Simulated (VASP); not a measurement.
Write the native input for VASP 6.6.1 that does the following.

```yaml
Task: single point
Functional: r2SCAN
Dispersion: D3(BJ)
Potentials_or_basis: VASP PAW PBE potentials, release 64 (C_h, H_h)
Cutoff: 1060 eV
k_mesh: 1 × 1 × 1
Occupations: fermi-dirac, width 0.02 eV
Spin: no spin polarisation
Dipole_correction: no
Further_INCAR_settings: LREAL = Auto; ALGO = Normal; EDIFF = 1e-06; NBANDS = 58
```

System: H4C.

```
C H
1.0
     7.95811    0.00000    0.00000
     0.00000    7.95811    0.00000
     0.00000    0.00000    7.95811
C H
8 32
Cartesian
  5.5252 6.6899 2.0676
  7.6739 3.9959 4.1344
  0.7511 2.8346 0.0112
  2.3012 7.1866 7.3215
  2.7814 0.9314 3.5941
  3.7403 4.6572 4.9579
  4.8087 3.1491 0.8262
  6.4475 7.9707 6.1684
  5.8558 7.3681 2.8498
  4.6909 6.0979 2.4354
  6.3427 6.0275 1.7904
  5.2095 7.2623 1.1996
  8.2256 4.6560 3.4683
  8.3707 3.3849 4.7026
  7.0260 3.3507 3.5453
  7.0725 4.5914 4.8174
  1.6192 2.8373 -0.6451
  0.5941 3.8349 0.4120
  0.9187 2.1383 0.8311
  -0.1261 2.5276 -0.5533
  1.4573 7.3181 7.9948
  2.7563 8.1546 7.1211
  1.9547 6.7487 6.3884
  3.0347 6.5274 7.7799
  1.9659 1.2487 4.2402
  2.4540 0.1015 2.9707
  3.6227 0.6111 4.2052
  3.0873 1.7604 2.9602
  4.1185 5.6808 4.9451
  2.7437 4.6346 4.5150
  3.6847 4.2997 5.9852
  4.4120 4.0170 4.3873
  3.8086 3.5419 1.0248
  5.3861 3.1328 1.7530
  5.3152 3.7901 0.1072
  4.7312 2.1334 0.4263
  6.8362 8.1732 7.1633
  5.8664 7.0510 6.1871
  7.2775 7.8641 5.4745
  5.8117 8.7956 5.8526
```

One way to write it, as run:

POSCAR

```
H4C
1.0
    7.9581140000      0.0000000000      0.0000000000
    0.0000000000      7.9581140000      0.0000000000
    0.0000000000      0.0000000000      7.9581140000
C H
8 32
Direct
    0.6942837488      0.8406355982      0.2598100294
    0.9642911435      0.5021188096      0.5195139600
    0.0943877788      0.3561874967      0.0014029900
    0.2891617524      0.9030528249      0.9200082192
    0.3494996978      0.1170373859      0.4516247309
    0.4699983308      0.5852085231      0.6229966459
    0.6042504481      0.3957051804      0.1038194063
    0.8101758795      1.0015848677      0.7751075737
    0.7358312139      0.9258657139      0.3581037348
    0.5894544746      0.7662483849      0.3060217789
    0.7970120770      0.7573974624      0.2249782225
    0.6546118258      0.9125628844      0.1507405853
    1.0336139142      0.5850572145      0.4358144919
    1.0518419921      0.4253412576      0.5909138580
    0.8828715788      0.4210360610      0.4454949629
    0.8887198549      0.5769504368      0.6053430940
    0.2034681301      0.3565266307     -0.0810632414
    0.0746560482      0.4818817228      0.0517740409
    0.1154367874      0.2686932520      0.1044391810
   -0.0158420553      0.3176067201     -0.0695310150
    0.1831204015      0.9195785343      1.0046148981
    0.3463446363      1.0246906438      0.8948197111
    0.2456267028      0.8480301497      0.8027469744
    0.3813311866      0.8202161467      0.9776027774
    0.2470349458      0.1569102857      0.5328105825
    0.3083632561      0.0127567785      0.3732969918
    0.4552227451      0.0767945378      0.5284158181
    0.3879437428      0.2212032975      0.3719747096
    0.5175197044      0.7138419819      0.6213917451
    0.3447651818      0.5823762019      0.5673493489
    0.4630146634      0.5402970004      0.7520861713
    0.5544024360      0.5047703087      0.5513024386
    0.4785814652      0.4450707417      0.1287781498
    0.6768041929      0.3936558976      0.2202765349
    0.6678998328      0.4762512752      0.0134659000
    0.5945128157      0.2680836891      0.0535672640
    0.8590212107      1.0270299734      0.9001277268
    0.7371542902      0.8860161698      0.7774533424
    0.9144759681      0.9881873450      0.6879136872
    0.7302849005      1.1052365139      0.7354316787
```

INCAR.step1

```
SYSTEM = H4C
ALGO = Normal ; EDIFF = 1E-5
ENCUT = 1060 ; GGA = PE
GGA_COMPAT = .FALSE. ; ISMEAR = -1
LASPH = .TRUE. ; LCHARG = .FALSE.
LREAL = Auto ; LWAVE = .TRUE.
NBANDS = 58 ; NELM = 120
PREC = Accurate ; SIGMA = 0.02
```

INCAR.step2

```
SYSTEM = H4C
ALGO = Normal ; EDIFF = 1E-6
ENCUT = 1060 ; GGA_COMPAT = .FALSE.
ISIF = 2 ; ISMEAR = -1
ISTART = 1 ; IVDW = 12
LASPH = .TRUE. ; LCHARG = .FALSE.
LMIXTAU = .TRUE. ; LREAL = Auto
LWAVE = .FALSE. ; METAGGA = R2SCAN
NBANDS = 58 ; NELM = 120
PREC = Accurate ; SIGMA = 0.02
VDW_A1 = 0.49484001 ; VDW_A2 = 5.73083694
VDW_S6 = 1.0 ; VDW_S8 = 0.78981345
```

KPOINTS

```
k-points
0
G
  1 1 1
  0 0 0
```

Potentials or basis: VASP PAW PBE potentials, release 64 (C_h, H_h).

The run is started by

```bash
$ cat potpaw_PBE.64/C_h/POTCAR potpaw_PBE.64/H_h/POTCAR > POTCAR
$ cp INCAR.step1 INCAR
$ mpirun -np 1 vasp_gam > vasp.out
$ cp INCAR.step2 INCAR
$ mpirun -np 1 vasp_gam > vasp.out
```

Results of the run:

| Property | Result |
| --- | --- |
| Pressure | -0.3 GPa |
| Largest force | 0.214 eV/Å |
| Band gap on the k mesh | 8.25 eV |
| Dispersion energy per atom | -0.013 eV |

Caveat: the k points lie up to 0.79 Å⁻¹ apart; the PAW data sets were made with another functional, which shifts forces and pressure a little.

Run time: 16 min on 1 thread of Intel(R) Xeon(R) Platinum 8259CL CPU @ 2.50GHz (Skylake/Cascade Lake) (shared host), peak memory 1.4 GiB.
